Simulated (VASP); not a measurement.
Write the native input for VASP 6.6.1 that does the following.

| Quantity | Value |
| --- | --- |
| Task | single point |
| Functional | PBEsol |
| Potentials or basis | VASP PAW PBE potentials, release 64 (Ba_sv) |
| Cutoff | 520 eV |
| k mesh | 6 × 6 × 4 |
| Occupations | gaussian, width 0.1 eV |
| Spin | no spin polarisation |
| Dipole correction | no |
| Further INCAR settings | ALGO = Normal; EDIFF = 1e-07; NBANDS = 17 |

The structure of Ba lies in POSCAR:

```
Ba
1.0
    3.5395793878      0.0000000000      0.0000000000
   -1.7697896939      3.0653656685      0.0000000000
    0.0000000000      0.0000000000      5.7806922118
Ba
2
Direct
    0.3333333333      0.6666666667      0.2500000000
    0.6666666667      0.3333333333      0.7500000000
```

The input as run:

INCAR

```
SYSTEM = Ba
ALGO = Normal
EDIFF = 1E-7
ENCUT = 520
GGA = PS
ISIF = 2
ISMEAR = 0
LASPH = .TRUE.
LCHARG = .FALSE.
LREAL = .FALSE.
LWAVE = .FALSE.
NBANDS = 17
NELM = 60
PREC = Accurate
SIGMA = 0.1
```

KPOINTS

```
k-points
0
G
  6 6 4
  0 0 0
```

Potentials or basis: VASP PAW PBE potentials, release 64 (Ba_sv).

Run with:

```sh
$ cat potpaw_PBE.64/Ba_sv/POTCAR > POTCAR
$ mpirun -np 1 vasp_std > vasp.out
```

Results of the run:

| Quantity | Value |
| --- | --- |
| Pressure | 12.6 GPa |
| Band gap on the k mesh | zero (band 10 reaches 6.11 eV, above the bottom of band 11 at 4.21 eV) |

Caveat: the PAW data sets were made with another functional, which shifts forces and pressure a little; spin-orbit coupling is left out, which moves the levels of the heavy elements.

Run time: 13 s on 1 thread of AMD EPYC 9R45 96-Core Processor (Zen 5), on a shared host, peak memory 0.15 GiB.
